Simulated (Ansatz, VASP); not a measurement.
Two plane-wave programs on B3F2

```
CELL_PARAMETERS angstrom
2.65270 0.00000 0.00000
-1.32635 2.29731 0.00000
0.00000 0.00000 17.81635
ATOMIC_POSITIONS crystal
B 0.00000 0.00000 0.25000
B 0.00000 0.00000 0.75000
B 0.33333 0.66667 0.02596
B 0.66667 0.33333 0.52596
B 0.33333 0.66667 0.47404
B 0.66667 0.33333 0.97404
F 0.33333 0.66667 0.10141
F 0.66667 0.33333 0.60141
F 0.33333 0.66667 0.39859
F 0.66667 0.33333 0.89859
```

Change from the starting cell: species swapped into the Sn3Pt2 type (P6_3/mmc, No. 194).

Alike in both runs: functional PBE; k mesh 6 × 6 × 2; occupations gaussian, width 0.1 eV; no spin polarisation.

Ansatz relaxed the structure, and its values are those at the end. VASP's run is a single point on that final structure, the one shown.

|  | VASP | Ansatz |
| --- | --- | --- |
| version | VASP 6.6.1 | Ansatz 0.2.0 |
| potentials or method | VASP PAW PBE potentials, release 64 (B, F), cutoff 520 eV | scalar-relativistic, plane waves, PAW |
| valence electrons in the cell | 46 | 46 |

```tsv
	VASP	Ansatz	Ansatz less VASP
gap on the k mesh at the Fermi level (eV)	none	none	-
pressure (GPa)	0.3	0.0	-0.37
rms of the force components (eV/Å)	0.126	0.018	-0.1084
```

A gap of «none» marks a metal or a gap that the smearing closes.

The k mesh is coarse, so the values compare programs but aren't converged.
